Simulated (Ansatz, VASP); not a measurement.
## Two plane-wave programs on Te

The input POSCAR:

```
Te
1.0
    0.0000000000      2.5151893576      2.5151893576
    2.5151893576      0.0000000000      2.5151893576
    2.5151893576      2.5151893576      0.0000000000
Te
1
Direct
    0.0000000000      0.0000000000      0.0000000000
```

INCAR.step1

```
SYSTEM = Te
PREC = Accurate ; ENCUT = 520
ISMEAR = -1 ; SIGMA = 0.1
LREAL = .FALSE. ; LASPH = .TRUE.
NELM = 80 ; NBANDS = 9
GGA = PE ; ALGO = Normal
EDIFF = 1E-4 ; LWAVE = .TRUE.
LCHARG = .FALSE.
```

The input INCAR.step2:

```
SYSTEM = Te
PREC = Accurate ; ENCUT = 520
EDIFF = 1E-6 ; ISMEAR = -1
SIGMA = 0.1 ; LREAL = .FALSE.
LASPH = .TRUE. ; NELM = 80
ALGO = Normal ; ISIF = 2
LWAVE = .FALSE. ; LCHARG = .TRUE.
METAGGA = R2SCAN ; LMIXTAU = .TRUE.
LELF = .TRUE. ; LVHAR = .TRUE.
NBANDS = 9 ; ISTART = 1
```

Contents of KPOINTS:

```
regular mesh
0
G
  13 13 13
  0 0 0
```

Input for Ansatz:

```yaml
crystal:
  lattice:
    - [0.0, 2.5151893576, 2.5151893576]
    - [2.5151893576, 0.0, 2.5151893576]
    - [2.5151893576, 2.5151893576, 0.0]
  atoms:
    - { symbol: Te, position: [0.0, 0.0, 0.0] }
hamiltonian:
  xc: r2scan
  pseudopotentials:
    kind: paw
    azcp:
      Te: "pseudopotentials/Te.paw.azcp"
basis:
  ecutwfc: 500
  fft_grid_basis: typed
kpoints:
  mp_grid: { grid: [13, 13, 13], shift: [0, 0, 0] }
magnetization:
  spin_polarized: false
scf:
  occupations: { method: fermi_dirac, width: 0.1 }
  lower_state_search: "off"
output:
  stress: true
```

Alike in both runs: task single point; functional r2SCAN; k mesh 13 × 13 × 13; occupations fermi-dirac, width 0.1 eV; no spin polarisation.

|  | VASP | Ansatz |
| --- | --- | --- |
| version | VASP 6.6.1 | Ansatz 0.2.0 |
| potentials or method | VASP PAW PBE potentials, release 64 (Te), cutoff 520 eV | plane waves (500 eV) with PAW, scalar-relativistic |
| valence electrons in the cell | 6 | 16 |

Ansatz gave:

| Property | Result |
| --- | --- |
| pressure (GPa) | -4.6 |

Question: Which values does VASP return?

Answer: Pressure (GPa): -4.7.

VASP's potentials were made for PBE, not for r2SCAN. VASP's potentials hold 6 valence electrons a cell and Ansatz's 16, so a difference there can come from the potentials and not from the codes.

Neither program's run includes spin-orbit coupling.
